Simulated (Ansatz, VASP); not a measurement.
AlN: VASP beside Ansatz

Contents of INCAR:

```
SYSTEM = AlN
  PREC = Accurate
  ENCUT = 520
  EDIFF = 1E-7
  ISMEAR = -1
  SIGMA = 0.02
  LREAL = .False.
  LASPH = .True.
  NELM = 100
  ALGO = Normal
  ISIF = 2
  LWAVE = .False.
  LCHARG = .False.
  GGA = PE
  NBANDS = 11
```

Contents of KPOINTS:

```
Automatic mesh
0
Gamma
  10 10 10
  0 0 0
```

File POSCAR:

```
AlN
1.0
    0.0593400000      2.0076700000      2.0076700000
    2.0076700000      0.0593400000      2.0076700000
    2.0076700000      2.0076700000      0.0593400000
Al N
1 1
Direct
    0.0000000000      0.0000000000      0.0000000000
    0.5000000000      0.5000000000      0.5000000000
```

Input for Ansatz:

```yaml
crystal:
  lattice:
    - [0.05934, 2.00767, 2.00767]
    - [2.00767, 0.05934, 2.00767]
    - [2.00767, 2.00767, 0.05934]
  atoms:
    - { symbol: Al, position: [0.0, 0.0, 0.0] }
    - { symbol: "N", position: [0.5, 0.5, 0.5] }
kpoints:
  mp_grid: { grid: [10, 10, 10] }
  band_path:
    path:
      - [0.0, 0.0, 0.0]
      - [0.5, 0.5, 0.5]
      - [0.2428775097, 0.5, 0.7571224903]
      - [-0.2428775097, 0.2428775097, 0.5]
      - [0.0, 0.0, 0.5]
      - [0.0, 0.0, 0.0]
      - [-0.3714387548, 0.0, 0.3714387548]
      - [0.0, 0.3714387548, 0.6285612452]
      - [0.0, 0.5, 0.5]
    npoints: 5
scf:
  occupations: { method: fermi_dirac, width: 0.02 }
hamiltonian:
  xc: pbe
  pseudopotentials: { kind: all_electron, lapw: { basis_error: 0.001 } }
output:
  forces: true
  stress: true
  eigenvalues: true
```

Change from the starting cell: equal xy, yz and zx shear strains of +3 %.

Alike in both runs: task single point; functional PBE; k mesh 10 × 10 × 10; occupations fermi-dirac, width 0.02 eV; no spin polarisation.

```csv
,VASP,Ansatz
version,VASP 6.6.1,Ansatz 0.2.0
potentials or method,"VASP PAW PBE potentials, release 64 (Al, N), cutoff 520 eV","all-electron LAPW, scalar-relativistic"
```

VASP gave:

| Quantity | Value |
| --- | --- |
| gap on the k mesh at the Fermi level (eV) | 4.48 |
| pressure (GPa) | 25.6 |
| traceless stress, the component that is largest in VASP (GPa) | -10.74 |

Q: Estimate Ansatz's values.

A: gap on the k mesh at the Fermi level (eV): 4.49; pressure (GPa): 25.9; traceless stress, the component that is largest in VASP (GPa): -10.73.

Ansatz ran all-electron here, and VASP with PAW potentials.
